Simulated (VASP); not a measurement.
Runs of VASP 6.6.1 on Au. The structure is that of space group Fd-3m (No. 227), or close to it. The cells are those of the table. 

```csv
task,cell,cutoff (eV),gap on the mesh (eV),pressure (GPa)
relaxation of cell and atoms,"relaxed to 20 GPa from a = 3.960 Å, angles 60.0°, 2 atoms",600,none,19.9
single point,"a = 3.989 Å, angles 60.0°, 2 atoms",520,none,29.7
single point,"a = 4.065 Å, angles 60.0°, 2 atoms",520,none,19.8
single point,"a = 4.353 Å, angles 60.0°, 2 atoms",520,none,(a)
relaxation of cell and atoms,"relaxed from a = 3.960 Å, angles 60.0°, 2 atoms",600,none,0.0
relaxation of cell and atoms,"relaxed to 10 GPa from a = 3.960 Å, angles 60.0°, 2 atoms",600,none,10.0
relaxation of cell and atoms,"relaxed to 30 GPa from a = 3.960 Å, angles 60.0°, 2 atoms",600,none,29.9
single point,"a = 4.170 Å, angles 60.0°, 2 atoms",520,none,9.9
```

Alike in all rows: level PBE; potentials or basis VASP PAW PBE potentials, release 64 (Au); no spin polarisation; k mesh 8 × 8 × 8; smearing methfessel-paxton 0.05 eV.

Problem. Fill in the values left out.

Solution. (a) -0.1.

Caveats: spin-orbit coupling is left out, which moves the levels of the heavy elements; the cell is relaxed towards a set pressure, so the enthalpy falls and the energy may rise (some runs).

A k mesh can miss the band edges, and the runs leave out spin-orbit coupling on Au.

A gap of «none» marks levels without a gap at the run's occupations.
